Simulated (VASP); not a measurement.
Here is a VASP 6.6.1 calculation.

INCAR

```
SYSTEM = PtSe2
PREC     = Accurate       ! precision mode
ENCUT    = 520            ! plane-wave cutoff, eV
EDIFF    = 1E-7           ! SCF threshold, eV
ISMEAR   = -1             ! smearing method
SIGMA    = 0.02           ! smearing width, eV
LREAL    = .FALSE.        ! projectors in reciprocal space
LASPH    = .TRUE.         ! aspherical terms in the spheres
NELM     = 60             ! most SCF steps
ALGO     = Normal         ! electronic algorithm
ISIF     = 2              ! what is computed and relaxed
LWAVE    = .FALSE.        ! write WAVECAR
LCHARG   = .FALSE.        ! write CHGCAR
GGA      = PE             ! functional
NBANDS   = 18             ! bands
```

File KPOINTS:

```
regular mesh
0
G
  12 12 6
  0 0 0
```

File POSCAR:

```
PtSe2
1.0
    3.7286503688      0.0000000000      0.0000000000
   -1.8643251844      3.2291059412      0.0000000000
    0.0000000000      0.0000000000      5.1716134445
Pt Se
1 2
Direct
    0.0000000000      0.0000000000      0.0000000000
    0.3333333333      0.6666666667      0.2506482214
    0.6666666667      0.3333333333      0.7493517786
```

Potentials or basis: VASP PAW PBE potentials, release 64 (Pt, Se).

Run with:

```console
$ cat potpaw_PBE.64/Pt/POTCAR potpaw_PBE.64/Se/POTCAR > POTCAR
$ mpirun -np 1 vasp_std > vasp.out
```

(1) Estimate the pressure.

(2) What does it give for the largest force?

Results:

(1) 4.4 GPa.

(2) 0.191 eV/Å.

Caveat: the cell differs from its parent crystal (uniaxial z strain -2.0%).
